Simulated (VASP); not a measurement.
Write the native input for VASP 6.6.1 that does the following.

```yaml
Task: density of states
Functional: PBE
Potentials_or_basis: VASP PAW PBE potentials, release 64 (Al, P)
Cutoff: 400 eV
k_mesh: 8 × 8 × 8
Occupations: gaussian, width 0.02 eV
Spin: no spin polarisation
Dipole_correction: no
k_mesh_for_the_DOS: 12 × 12 × 12
Occupations_for_the_DOS: tetrahedron
Further_INCAR_settings: ALGO = Normal; EDIFF = 1e-06; NBANDS = 11
```

AlP:

```xyz
2
Lattice="0.0000 2.7538 2.7538 2.7538 0.0000 2.7538 2.7538 2.7538 0.0000" Properties=species:S:1:pos:R:3 pbc="T T T"
Al    0.0000    0.0000    0.0000
P     4.1307    4.1307    4.1307
```

One way to write it, as run:

POSCAR

```
AlP
1.0
    0.0000000000      2.7538283603      2.7538283603
    2.7538283603      0.0000000000      2.7538283603
    2.7538283603      2.7538283603      0.0000000000
Al P
1 1
Direct
    0.0000000000      0.0000000000      0.0000000000
    0.7500000000      0.7500000000      0.7500000000
```

INCAR.step1

```
  PREC = Accurate
  ENCUT = 400
  EDIFF = 1E-6
  ISMEAR = 0
  SIGMA = 0.02
  LREAL = F
  LASPH = T
  NELM = 120
  ALGO = Normal
  ISIF = 2
  LWAVE = F
  LCHARG = T
  GGA = PE
  NBANDS = 11
  GGA_COMPAT = F
  NEDOS = 2001
  LORBIT = 11
```

KPOINTS.step1

```
regular mesh
0
Gamma
  8 8 8
```

INCAR.step2

```
  PREC = Accurate
  ENCUT = 400
  EDIFF = 1E-6
  ISMEAR = -5
  SIGMA = 0.02
  LREAL = F
  LASPH = T
  NELM = 120
  ALGO = Normal
  ISIF = 2
  LWAVE = F
  LCHARG = F
  GGA = PE
  LORBIT = 11
  NBANDS = 11
  NEDOS = 2001
  ICHARG = 11
  GGA_COMPAT = F
```

KPOINTS.step2

```
regular mesh
0
Gamma
  12 12 12
```

Potentials or basis: VASP PAW PBE potentials, release 64 (Al, P).

Run with:

```bash
$ cat potpaw_PBE.64/Al/POTCAR potpaw_PBE.64/P/POTCAR > POTCAR
$ cp INCAR.step1 INCAR
$ cp KPOINTS.step1 KPOINTS
$ mpirun -np 1 vasp_std > vasp.out
$ cp INCAR.step2 INCAR
$ cp KPOINTS.step2 KPOINTS
$ mpirun -np 1 vasp_std > vasp.out
```

Results of the run:

```json
{
 "Valence electrons inside the program's atomic spheres": "Al 0.77; P 2.59"
}
```

Run time: 27 s on 1 thread of Intel(R) Xeon(R) Platinum 8259CL CPU @ 2.50GHz (Skylake/Cascade Lake) (shared host), peak memory 0.15 GiB.
